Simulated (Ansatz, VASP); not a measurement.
# Two plane-wave programs on HgTe

```xyz
2
Lattice="0.0000 3.3242 3.3242 3.3242 0.0000 3.3242 3.3242 3.3242 0.0000" Properties=species:S:1:pos:R:3 pbc="T T T"
Hg    0.0000    0.0000    0.0000
Te    1.6621    1.6621    1.6621
```

Alike in both runs: task single point; functional LDA; k mesh 10 × 10 × 10; occupations gaussian, width 0.05 eV; no spin polarisation.

|  | VASP | Ansatz |
| --- | --- | --- |
| version | VASP 6.6.1 | Ansatz 0.2.0 |
| potentials or method | VASP PAW LDA potentials, release 64 (Hg, Te), cutoff 520 eV | scalar-relativistic, plane waves, PAW |
| valence electrons in the cell | 18 | 36 |

VASP gave:

```
gap on the k mesh at the Fermi level (eV) : none
pressure (GPa)                            : -3.4
```

Problem. Estimate Ansatz's values.

Solution. gap on the k mesh at the Fermi level (eV): none; pressure (GPa): -3.6.

LDA's correlation is that of Perdew and Zunger in VASP and of Perdew and Wang (1992) in Ansatz. A gap of «none» marks a metal or a gap that the smearing closes. VASP's potentials hold 18 valence electrons a cell and Ansatz's 36, so a difference there can come from the potentials and not from the codes.

Spin-orbit coupling is off throughout.
